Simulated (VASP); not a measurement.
Set up this calculation in VASP 6.6.1, as the native input.

```yaml
Task: single point
Functional: LDA
Potentials_or_basis: VASP PAW LDA potentials, release 64 (Sn_d)
Cutoff: 520 eV
k_mesh: 13 × 13 × 13
Occupations: fermi-dirac, width 0.1 eV
Spin: no spin polarisation
Dipole_correction: no
Further_INCAR_settings: ALGO = Normal; EDIFF = 1e-06; NBANDS = 13
```

The structure of Sn lies in POSCAR:

```
Sn
1.0
   -1.9235028214      1.9235028214      1.9235028214
    1.9235028214     -1.9235028214      1.9235028214
    1.9235028214      1.9235028214     -1.9235028214
Sn
1
Direct
    0.0000000000      0.0000000000      0.0000000000
```

This cell differs from its parent crystal: volume scaled by 1.12.

One way to write it, as run:

INCAR

```
ALGO = Normal
EDIFF = 1E-6
ENCUT = 520
ISIF = 2
ISMEAR = -1
LASPH = True
LCHARG = False
LREAL = False
LWAVE = False
NBANDS = 13
NELM = 60
PREC = Accurate
SIGMA = 0.1
```

KPOINTS

```
k-points
0
Gamma
  13 13 13
```

Potentials or basis: VASP PAW LDA potentials, release 64 (Sn_d).

The run is started by

```console
$ cat potpaw_LDA.64/Sn_d/POTCAR > POTCAR
$ mpirun -np 1 vasp_std > vasp.out
```

Results of the run:

```yaml
Pressure: -4.8 GPa
Band_gap_on_the_k_mesh: zero (band 7 reaches 14.68 eV, above the bottom of band 8 at 5.09 eV)
```

Caveat: spin-orbit coupling is left out, which moves the levels of the heavy elements.

Run time: 20 s on 1 thread of Intel(R) Xeon(R) Platinum 8259CL CPU @ 2.50GHz (Skylake/Cascade Lake) (shared host), peak memory 0.15 GiB.
